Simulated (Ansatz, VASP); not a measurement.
## One calculation of SnO, two programs

```
Sn O
1.0
     3.87870    0.00000    0.00000
     0.00000    3.87870    0.00000
     0.00000    0.00000    4.88900
Sn O
2 2
Direct
  0.00000 0.50000 0.24560
  0.50000 0.00000 0.75440
  0.00000 0.00000 0.00000
  0.50000 0.50000 0.00000
```

Alike in both runs: task single point; functional LDA; k mesh 10 × 10 × 8; occupations gaussian, width 0.15 eV; no spin polarisation.

|  | VASP | Ansatz |
| --- | --- | --- |
| version | VASP 6.6.1 | Ansatz 0.2.0 |
| potentials or method | VASP PAW LDA potentials, release 64 (Sn_d, O), cutoff 520 eV | scalar-relativistic, plane waves, PAW |
| valence electrons in the cell | 40 | 40 |

|  | VASP | Ansatz | Ansatz less VASP |
| --- | --- | --- | --- |
| pressure (GPa) | -8.6 | -8.9 | -0.32 |
| traceless stress, the component that is largest in VASP (GPa) | 0.26 | 0.24 | -0.021 |
| rms of the force components (eV/Å) | 0.536 | 0.579 | +0.0436 |

Ansatz warns that its potentials were made for another functional, while VASP's fit it. LDA's correlation is that of Perdew and Zunger in VASP and of Perdew and Wang (1992) in Ansatz. Atom by atom the forces differ by 0.044 eV/Å (rms over components).
